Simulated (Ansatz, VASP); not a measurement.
Se in VASP and in Ansatz

```
Se
1.0
     5.75576    3.32309    1.49576
    -5.75576    3.32309    1.49576
     0.00000   -6.64618    1.49576
Se
6
Direct
  0.28066 0.16251 0.91818
  0.91818 0.28066 0.16251
  0.16251 0.91818 0.28066
  0.71934 0.83749 0.08182
  0.08182 0.71934 0.83749
  0.83749 0.08182 0.71934
```

Change from the starting cell: volume scaled by 1.04.

Alike in both runs: task single point; functional PBEsol; k mesh 6 × 6 × 6; occupations fermi-dirac, width 0.01 eV; no spin polarisation.

|  | VASP | Ansatz |
| --- | --- | --- |
| version | VASP 6.6.1 | Ansatz 0.2.0 |
| potentials or method | VASP PAW PBE potentials, release 64 (Se), cutoff 520 eV | all-electron LAPW, scalar-relativistic |

|  | VASP | Ansatz | Ansatz less VASP |
| --- | --- | --- | --- |
| gap on the k mesh at the Fermi level (eV) | 1.06 | 1.07 | +0.011 |
| pressure (GPa) | -1.7 | -1.9 | -0.16 |
| traceless stress, the component that is largest in VASP (GPa) | 0.85 | 0.91 | +0.059 |
| rms of the force components (eV/Å) | 0.072 | 0.090 | +0.0178 |

VASP's potentials were made for PBE, not for PBEsol. Atom by atom the forces differ by 0.027 eV/Å (rms over components). Ansatz ran all-electron here, and VASP with PAW potentials.
